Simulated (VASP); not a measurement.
## BeRu: single point with PBE

BeRu:

```xyz
2
Lattice="2.5484 0.0000 0.0000 -1.2742 2.2070 0.0000 0.0000 0.0000 3.8700" Properties=species:S:1:pos:R:3 pbc="T T T"
Be    0.0000    0.0000    1.9350
Ru    1.2742    0.7357    0.0000
```

This cell differs from its parent crystal: volume scaled by 1.06.

```json
{
  "Program": "VASP 6.6.1",
  "Task": "single point",
  "Functional": "PBE",
  "Potentials or basis": "VASP PAW PBE potentials, release 64 (Be, Ru_pv)",
  "Cutoff": "520 eV",
  "k mesh": "12 × 12 × 7",
  "Occupations": "fermi-dirac, width 0.05 eV",
  "Spin": "no spin polarisation"
}
```

The pressure is 17.7 GPa and the band gap on the k mesh is zero (band 8 reaches 10.36 eV, above the bottom of band 9 at 9.97 eV).

Stress tensor (GPa, compression positive):
```
28.29  0.00  0.00
 0.00 28.29  0.00
 0.00  0.00 -3.41
```

Levels at points of the mesh, in eV from the Fermi level:
| k point | band 6 | band 7 | band 8 | band 9 | band 10 | band 11 |
| --- | --- | --- | --- | --- | --- | --- |
| (0.00, 0.00, 0.00) | -2.14 | -2.14 | -0.56 | 0.90 | 0.90 | 8.51 |
| (0.50, 0.00, 0.00) | -4.00 | -0.92 | -0.15 | 2.96 | 5.09 | 7.17 |

Run time: 9.4 s on 1 thread of Intel(R) Xeon(R) 6975P-C (Granite Rapids), with other jobs on the host, peak memory 0.14 GiB.
